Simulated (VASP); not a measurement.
# HfSb3Pb2 (C2/m) in VASP: notebook

HfSb3Pb2 is run at these levels: PBE; tasks: single point, relaxation of cell and atoms.

Program: VASP 6.6.1. These are calculated values, not measurements. Logs are shortened: lines on timing, memory, paths and dates and some standing lists are left out, and cuts for length are marked.

### Step 1. The cell of the first run

The structure is monoclinic, space group C2/m (No. 12). The conventional cell has a = 7.782 Å, b = 4.842 Å, c = 9.127 Å, α = 90.00°, β = 105.73°, γ = 90.00°. Within 4.3 Å of Hf (site symmetry 2/m) lie 6 Pb at 3.25 to 3.34 Å and 2 Sb at 3.76 Å. Sb (site symmetry 2/m) has 6 Sb at 2.70 to 2.94 Å and 6 Pb at 3.52 to 3.73 Å within 3.8 Å. Within 3.4 Å of Sb (site symmetry m) lie 6 Sb at 2.40 to 3.30 Å and 4 Pb at 3.03 to 3.38 Å. Pb (site symmetry m) has 7 Sb at 3.03 to 3.73 Å and 3 Hf at 3.25 to 3.34 Å within 4.0 Å.

### Step 2. Single point, PBE

INCAR reads:

```
SYSTEM = HfSb3Pb2
PREC = Accurate
ENCUT = 520
EDIFF = 1E-6
ISMEAR = 0
SIGMA = 0.1
LREAL = .False.
LASPH = .True.
NELM = 80
ALGO = Normal
ISIF = 2
LWAVE = .False.
LCHARG = .False.
GGA = PE
NBANDS = 36
```

KPOINTS reads:

```
regular mesh
0
Gamma
  4 4 2
  0 0 0
```

POSCAR reads:

```
HfSb3Pb2
1.0
    3.8911879500     -2.4210341300      0.0000000000
    3.8911879500      2.4210341300      0.0000000000
   -2.4748727400      0.0000000000      8.7854092500
Hf Sb Pb
1 3 2
Direct
    0.5000000000      0.5000000000      0.5000000000
    0.0000000000      0.0000000000      0.0000000000
    0.3919968600      0.3919968600      0.0723963800
    0.6080031400      0.6080031400      0.9276036200
    0.7680203400      0.7680203400      0.2820978600
    0.2319796600      0.2319796600      0.7179021400
```

Potentials or basis: VASP PAW PBE potentials, release 64 (Hf_pv, Sb, Pb_d).

The run is started by

```bash
$ cat potpaw_PBE.64/Hf_pv/POTCAR potpaw_PBE.64/Sb/POTCAR potpaw_PBE.64/Pb_d/POTCAR > POTCAR
$ mpirun -np 1 vasp_std > vasp.out
```

OUTCAR:

```text
SYSTEM = HfSb3Pb2
   PREC = Accurate
   ENCUT = 520
   EDIFF = 1E-6
   ISMEAR = 0
   LREAL = .False.
   LASPH = .True.
   NELM = 80
   ISIF = 2
   GGA = PE

 ion  position               nearest neighbor table
   1  0.500  0.500  0.500-   5 3.25   6 3.25   6 3.34   6 3.34   5 3.34   5 3.34   3 3.76   4 3.76

   2  0.000  0.000  0.000-   4 2.70   4 2.70   3 2.70   3 2.70   3 2.94   4 2.94   5 3.52   6 3.52
                             5 3.73   6 3.73   5 3.73   6 3.73
   3  0.392  0.392  0.072-   4 2.40   2 2.70   2 2.70   2 2.94   5 3.03   6 3.14   4 3.30   4 3.30
                             5 3.38   5 3.38   1 3.76
   4  0.608  0.608  0.928-   3 2.40   2 2.70   2 2.70   2 2.94   6 3.03   5 3.14   3 3.30   3 3.30
                             6 3.38   6 3.38   1 3.76
   5  0.768  0.768  0.282-   3 3.03   4 3.14   1 3.25   1 3.34   1 3.34   3 3.38   3 3.38   2 3.52
                             2 3.73   2 3.73
   6  0.232  0.232  0.718-   4 3.03   3 3.14   1 3.25   1 3.34   1 3.34   4 3.38   4 3.38   2 3.52
                             2 3.73   2 3.73

  LATTYP: Found a base centered monoclinic cell.
 ALAT       =     7.7823759000
 B/A-ratio  =     0.6221838064
 C/A-ratio  =     1.1728223157
 COS(beta)  =    -0.2711492748

  Lattice vectors:

 A1 = (   3.8911879500,  -2.4210341300,   0.0000000000)
 A2 = (   3.8911879500,   2.4210341300,   0.0000000000)
 A3 = (  -2.4748727400,   0.0000000000,   8.7854092500)

Analysis of symmetry for initial positions (statically):
=====================================================================
 Subroutine PRICEL returns:
 Original cell was already a primitive cell.

 Routine SETGRP: Setting up the symmetry group for a
 base centered monoclinic supercell.

 Subroutine GETGRP returns: Found  4 space group operations
 (whereof  4 operations were pure point group operations)
 out of a pool of  4 trial point group operations.

The static configuration has the point symmetry C_2h.

Analysis of symmetry for dynamics (positions and initial velocities):
=====================================================================
 Subroutine PRICEL returns:
 Original cell was already a primitive cell.

 Routine SETGRP: Setting up the symmetry group for a
 base centered monoclinic supercell.

 Subroutine GETGRP returns: Found  4 space group operations
 (whereof  4 operations were pure point group operations)
 out of a pool of  4 trial point group operations.

The dynamic configuration has the point symmetry C_2h.

 Subroutine INISYM returns: Found  4 space group operations
 (whereof  4 operations are pure point group operations),
 and found     1 'primitive' translations

----------------------------------------------------------------------------------------

                                     Primitive cell

  volume of cell :     165.5294

  direct lattice vectors                    reciprocal lattice vectors
     3.891187950 -2.421034130  0.000000000     0.128495464 -0.206523317  0.036197508
     3.891187950  2.421034130  0.000000000     0.128495464  0.206523317  0.036197508
    -2.474872740  0.000000000  8.785409250     0.000000000  0.000000000  0.113825090

  length of vectors
     4.582875726  4.582875726  9.127344125     0.245913042  0.245913042  0.113825090

  position of ions in fractional coordinates (direct lattice)
     0.500000000  0.500000000  0.500000000
     0.000000000  0.000000000  0.000000000
     0.391996860  0.391996860  0.072396380
     0.608003140  0.608003140  0.927603620
     0.768020340  0.768020340  0.282097860
     0.231979660  0.231979660  0.717902140

  ion indices of the primitive-cell ions
   primitive index   ion index
                 1           1
                 2           2
                 3           3
                 4           4
                 5           5
                 6           6

----------------------------------------------------------------------------------------

 KPOINTS: regular mesh

Automatic generation of k-mesh.
 Grid dimensions read from file:
 generate k-points for:    4    4    2

 Generating k-lattice:

  Cartesian coordinates                     Fractional coordinates (reciprocal lattice)
     0.032123866 -0.051630829  0.009049377     0.250000000  0.000000000  0.000000000
     0.032123866  0.051630829  0.009049377     0.000000000  0.250000000  0.000000000
     0.000000000  0.000000000  0.056912545     0.000000000  0.000000000  0.500000000

  Length of vectors
     0.061478261  0.061478261  0.056912545

  Shift w.r.t. Gamma in fractional coordinates (k-lattice)
     0.000000000  0.000000000  0.000000000

 Subroutine IBZKPT returns following result:
 ===========================================

 Found     14 irreducible k-points:

 Following reciprocal coordinates:
            Coordinates               Weight
  0.000000  0.000000  0.000000      1.000000
  0.250000 -0.000000  0.000000      4.000000
  0.500000 -0.000000  0.000000      2.000000
  0.250000  0.250000  0.000000      2.000000
  0.500000  0.250000 -0.000000      4.000000
 -0.250000  0.250000  0.000000      2.000000
  0.500000  0.500000  0.000000      1.000000
  0.000000  0.000000  0.500000      1.000000
  0.250000 -0.000000  0.500000      4.000000
  0.500000 -0.000000  0.500000      2.000000
  0.250000  0.250000  0.500000      2.000000
  0.500000  0.250000  0.500000      4.000000
 -0.250000  0.250000  0.500000      2.000000
  0.500000  0.500000  0.500000      1.000000
   k-points           NKPTS =     14   k-points in BZ     NKDIM =     14   number of bands    NBANDS=     36
   number of dos      NEDOS =    301   number of ions     NIONS =      6
   total plane-waves  NPLWV =  90720
   dimension x,y,z NGX =    36 NGY =   36 NGZ =   70
   dimension x,y,z NGXF=    72 NGYF=   72 NGZF=  140
   ions per type =               1   3   2
   NGX,Y,Z   is equivalent  to a cutoff of  13.06, 13.06, 12.75 a.u.
   NGXF,Y,Z  is equivalent  to a cutoff of  26.12, 26.12, 25.50 a.u.
 SYSTEM =  HfSb3Pb2
   PREC   = accura    normal or accurate (medium, high low for compatibility)
   ISTART =      0    job   : 0-new  1-cont  2-samecut
   ICHARG =      2    charge: 1-file 2-atom 10-const
   ISPIN  =      1    spin polarized calculation?
   LNONCOLLINEAR =      F non collinear calculations
   LSORBIT =      F    spin-orbit coupling
   LASPH  =      T    aspherical Exc in radial PAW
   ENCUT  =  520.0 eV  38.22 Ry    6.18 a.u.   8.52  8.52 16.97*2*pi/ulx,y,z
   NELM   =     80;   NELMIN=  2; NELMDL= -5     # of ELM steps
   EDIFF  = 0.1E-05   stopping-criterion for ELM
   LREAL  =      F    real-space projection
   EDIFFG = 0.1E-04   stopping-criterion for IOM
   NSW    =      0    number of steps for IOM
   IBRION =     -1    ionic relax: 0-MD 1-quasi-New 2-CG
   NFREE  =      0    steps in history (QN), initial steepest desc. (CG)
   ISIF   =      2    stress and relaxation
   ISYM   =      2    0-nonsym 1-usesym 2-fastsym
   POTIM  = 0.5000    time-step for ionic-motion
   TEBEG  =    0.0;   TEEND  =   0.0 temperature during run
   PSTRESS=    0.0 pullay stress
   NELECT =      53.0000    total number of electrons
   NUPDOWN=      -1.0000    fix difference up-down
   EMIN   =  10.00;   EMAX   =-10.00  energy-range for DOS
   EFERMI =   0.00;   METHOD = LEGACY
   ISMEAR =     0;   SIGMA  =   0.10  broadening in eV -4-tet -1-fermi 0-gaus
   EFERMI_NEDOS =   21; number of points for ismear=-14 and -15
   IALGO  =     38    algorithm
   IMIX   =      4    mixing-type and parameters
     AMIX     =   0.40;   BMIX     =  1.00
     AMIX_MAG =   1.60;   BMIX_MAG =  1.00
  volume/ion in A,a.u.               =      27.59       186.17
  Fermi-wavevector in a.u.,A,eV,Ry     =   1.119975  2.116446 17.066393  1.254345
  Thomas-Fermi vector in A             =   2.256618
   LORBIT       =      0    0 simple, 1 ext, 2 COOP (PROOUT), +10 PAW based schemes
   GGA     = PE    functional components
   LHFCALC =     F    Hartree Fock is set to
   AEXX    =    0.0000 exact exchange contribution
   IVDW    =     0    specifies the selected vdW correction
   LEPSILON=     F    determine dielectric tensor
   LRPA    =     F    only Hartree local field effects (RPA)
 non-spin polarized calculation
 Gauss-broadening in eV      SIGMA  =   0.10
  energy-cutoff  :      520.00
  volume of cell :      165.53
 maximum number of plane-waves:      4488
 NGX is ok and might be reduce to    36
   NGX = 17   NGY = 17   NGZ = 33

 number of electron      52.9999995 magnetization

 Free energy of the ion-electron system (eV)
  ---------------------------------------------------
  ext. energy  EPLUGINS =         0.00000000
  ---------------------------------------------------
  free energy    TOTEN  =       -22.19233751 eV

  energy without entropy =      -22.16834706  energy(sigma->0) =      -22.18034228

 E-fermi :   7.4568     XC(G=0): -10.1294

 val. band max:        7.4330178488   @ k =   0.2500   0.2500   0.0000
 cond. band min:       7.5057094282   @ k =  -0.2500   0.2500   0.5000
 fundamental gap:      0.0726915794
 Fermi energy:         7.4568159153

 k-point     1 :       0.0000    0.0000    0.0000
  band No.  band energies     occupation
      1     -24.5743      2.00000
      2     -24.5393      2.00000
      3     -24.5327      2.00000
      4      -9.2561      2.00000
      5      -9.2010      2.00000
      6      -9.1925      2.00000
[... 28 lines left out ...]
     35      10.7338      0.00000
     36      11.2236      0.00000

 k-point     2 :       0.2500   -0.0000    0.0000
  band No.  band energies     occupation
      1     -24.5744      2.00000
      2     -24.5409      2.00000
      3     -24.5344      2.00000
      4      -9.2507      2.00000
      5      -9.2102      2.00000
      6      -9.1891      2.00000
[... 28 lines left out ...]
     35      11.0554      0.00000
     36      11.3643      0.00000
[... 427 lines left out ...]
     35      11.2540      0.00000
     36      11.3998      0.00000

 k-point    14 :       0.5000    0.5000    0.5000
  band No.  band energies     occupation
      1     -24.5756      2.00000
      2     -24.5448      2.00000
      3     -24.5352      2.00000
      4      -9.2698      2.00000
      5      -9.2312      2.00000
      6      -9.1753      2.00000
[... 28 lines left out ...]
     35      11.0929      0.00000
     36      12.0492      0.00000

------------------------ aborting loop because EDIFF is reached ----------------------------------------

  FORCE on cell =-STRESS in cart. coord.  units (eV):
  Direction    XX          YY          ZZ          XY          YZ          ZX
  --------------------------------------------------------------------------------------
  -------------------------------------------------------------------------------------
  Total       26.0321271     18.0800537      9.6445288      0.0000000      0.0000000     -7.4551494
  in kB      251.9678471    174.9988467     93.3504646      0.0000000      0.0000000    -72.1592184
  external PRESSURE =     173.4390528 kB  Pullay stress =       0.0000000 kB

 VOLUME and BASIS-vectors are now :
 -----------------------------------------------------------------------------
  energy-cutoff  :      520.00
  volume of cell :      165.53
      direct lattice vectors                 reciprocal lattice vectors
     3.891187950 -2.421034130  0.000000000     0.128495464 -0.206523317  0.036197508
     3.891187950  2.421034130  0.000000000     0.128495464  0.206523317  0.036197508
    -2.474872740  0.000000000  8.785409250     0.000000000  0.000000000  0.113825090

 POSITION                                       TOTAL-FORCE (eV/Angst)
 -----------------------------------------------------------------------------------
      2.65375      0.00000      4.39270         0.000000      0.000000      0.000000
      0.00000      0.00000      0.00000         0.000000      0.000000      0.000000
      2.87150      0.00000      0.63603        -6.966197      0.000000      6.342565
      2.43601      0.00000      8.14938         6.966197      0.000000     -6.342565
      5.27887      0.00000      2.47835         0.467970      0.000000      2.463614
      0.02864      0.00000      6.30706        -0.467970      0.000000     -2.463614
 -----------------------------------------------------------------------------------
    total drift:                                0.000000      0.000000     -0.000000

  FREE ENERGIE OF THE ION-ELECTRON SYSTEM (eV)
  ---------------------------------------------------
  free  energy   TOTEN  =       -22.1923375070 eV

  energy  without entropy=      -22.1683470551  energy(sigma->0) =      -22.18034228
```

It took 98 s on 1 thread of Oxide Virtual Turin-like, shared host; peak memory 0.29 GiB.

Results:

| Quantity | Value |
| --- | --- |
| Free energy | -22.1923 eV |
| Pressure | 17.3 GPa |
| Largest force | 9.421 eV/Å |
| Band gap on the k mesh | zero (an odd number of electrons rules out a gap without spin polarisation) |

Forces on the atoms (eV/Å):
```
Hf   0.000  0.000  0.000
Sb   0.000  0.000  0.000
Sb  -6.966  0.000  6.343
Sb   6.966  0.000 -6.343
Pb   0.468  0.000  2.464
Pb  -0.468  0.000 -2.464
```

Levels at points of the mesh, in eV from the Fermi level:
| k point | band 25 | band 26 | band 27 | band 28 | band 29 | band 30 |
| --- | --- | --- | --- | --- | --- | --- |
| (0.00, 0.00, 0.00) | -1.27 | -0.50 | -0.26 | -0.11 | 0.82 | 0.88 |
| (0.50, 0.00, 0.00) | -0.32 | -0.29 | -0.18 | 1.06 | 1.44 | 1.52 |
| (0.50, 0.50, 0.00) | -0.57 | 0.18 | 0.45 | 0.86 | 1.06 | 1.48 |
| (0.00, 0.00, 0.50) | -0.92 | -0.83 | -0.05 | 0.76 | 0.79 | 0.99 |
| (0.50, 0.00, 0.50) | -0.81 | 0.39 | 0.73 | 1.09 | 1.33 | 1.38 |
| (0.50, 0.50, 0.50) | -0.66 | -0.39 | -0.38 | 0.62 | 1.26 | 1.66 |

Caveat: the k points lie up to 0.39 Å⁻¹ apart, too coarse for converged energies and pressures of a metal; spin-orbit coupling is left out, which moves the levels of the heavy elements; an odd number of electrons without spin polarisation forces a metal; a magnetic or distorted state may lie lower.

[end of part 1 of 2]

The gap in the log of VASP goes by the Fermi energy; the results here count the filled bands.